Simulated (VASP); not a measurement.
**ZnS: single point with PBE**

ZnS:

```
CELL_PARAMETERS angstrom
3.82000 0.00000 0.00000
-1.91000 3.30822 0.00000
0.00000 0.00000 24.96000
ATOMIC_POSITIONS crystal
Zn 0.00000 0.00000 0.00000
Zn 0.00000 0.00000 0.50000
Zn 0.33333 0.66667 0.12493
Zn 0.66667 0.33333 0.62493
Zn 0.33333 0.66667 0.37509
Zn 0.66667 0.33333 0.87509
Zn 0.33333 0.66667 0.75001
Zn 0.66667 0.33333 0.25001
S 0.00000 0.00000 0.09376
S 0.00000 0.00000 0.59376
S 0.33333 0.66667 0.21869
S 0.66667 0.33333 0.71869
S 0.33333 0.66667 0.46883
S 0.66667 0.33333 0.96883
S 0.33333 0.66667 0.84389
S 0.66667 0.33333 0.34389
```

| Quantity | Value |
| --- | --- |
| Program | VASP 6.6.1 |
| Task | single point |
| Functional | PBE |
| Potentials or basis | VASP PAW PBE potentials, release 64 (Zn, S) |
| Cutoff | 520 eV |
| k mesh | 8 × 8 × 2 |
| Occupations | fermi-dirac, width 0.02 eV |
| Spin | no spin polarisation |

```yaml
Pressure: 1.8 GPa
Largest_force: 0.011 eV/Å
Band_gap_on_the_k_mesh: 2.14 eV
```

Forces in eV/Å, atoms in the order of the input:
```
Zn   0.000  0.000  0.005
Zn   0.000  0.000  0.005
Zn   0.000  0.000  0.007
Zn   0.000  0.000  0.007
Zn   0.000  0.000  0.009
Zn   0.000  0.000  0.009
Zn   0.000  0.000  0.002
Zn   0.000  0.000  0.002
S    0.000  0.000 -0.006
S    0.000  0.000 -0.006
S    0.000  0.000 -0.011
S    0.000  0.000 -0.011
S    0.000  0.000 -0.009
S    0.000  0.000 -0.009
S    0.000  0.000  0.003
S    0.000  0.000  0.003
```

Levels at points of the mesh, in eV from the valence-band top:
```
           k point  band 68  band 69  band 70  band 71  band 72  band 73  band 74  band 75  band 76  band 77
(0.00, 0.00, 0.00)    -0.14    -0.14    -0.02     0.00     0.00     2.14     2.93     3.01     3.24     3.29
(0.50, 0.00, 0.00)    -1.27    -1.10    -1.10    -1.01    -0.87     3.33     3.37     3.69     3.84     3.91
(0.00, 0.00, 0.50)    -0.30    -0.04    -0.04    -0.04    -0.04     2.43     2.43     3.26     3.26     3.35
(0.50, 0.00, 0.50)    -1.34    -1.12    -1.12    -0.93    -0.93     3.45     3.45     3.60     3.60     3.92
```

Wall time 27 min on 1 thread of Intel Xeon 8259CL, on a shared host, peak memory 0.59 GiB.

A k mesh can miss the band edges.
